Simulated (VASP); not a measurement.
Here is a VASP 6.6.1 calculation.

Contents of POSCAR:

```
MgS
1.0
    0.0000000000      2.8331200468      2.8331200468
    2.8331200468      0.0000000000      2.8331200468
    2.8331200468      2.8331200468      0.0000000000
S Mg
1 1
Direct
    0.2500000000      0.2500000000      0.2500000000
    0.0000000000      0.0000000000      0.0000000000
```

Contents of INCAR.step1:

```
PREC = Accurate
ENCUT = 520
EDIFF = 1E-5
ISMEAR = 0
SIGMA = 0.01
LREAL = False
LASPH = True
NELM = 100
ALGO = Normal
ISIF = 2
LWAVE = True
LCHARG = False
NBANDS = 11
GGA = PE
```

The input INCAR.step2:

```
PREC = Accurate
ENCUT = 520
EDIFF = 1E-6
ISMEAR = 0
SIGMA = 0.01
LREAL = False
LASPH = True
NELM = 100
ALGO = Normal
ISIF = 2
LWAVE = False
LCHARG = False
METAGGA = R2SCAN
LHFCALC = True
AEXX = 0.1
LMIXTAU = True
PRECFOCK = Normal
NBANDS = 11
ISTART = 1
```

Contents of KPOINTS:

```
Automatic mesh
0
Gamma
  5 5 5
```

Potentials or basis: VASP PAW PBE potentials, release 64 (S, Mg).

Run with:

```bash
$ cat potpaw_PBE.64/S/POTCAR potpaw_PBE.64/Mg/POTCAR > POTCAR
$ cp INCAR.step1 INCAR
$ mpirun -np 1 vasp_std > vasp.out
$ cp INCAR.step2 INCAR
$ mpirun -np 1 vasp_std > vasp.out
```

Task: Estimate the band gap on the k mesh.

Result: 4.70 eV, direct.

Task: Estimate the pressure.

Result: -0.6 GPa.

Caveat: the PAW data sets were made with another functional, which shifts forces and pressure a little.
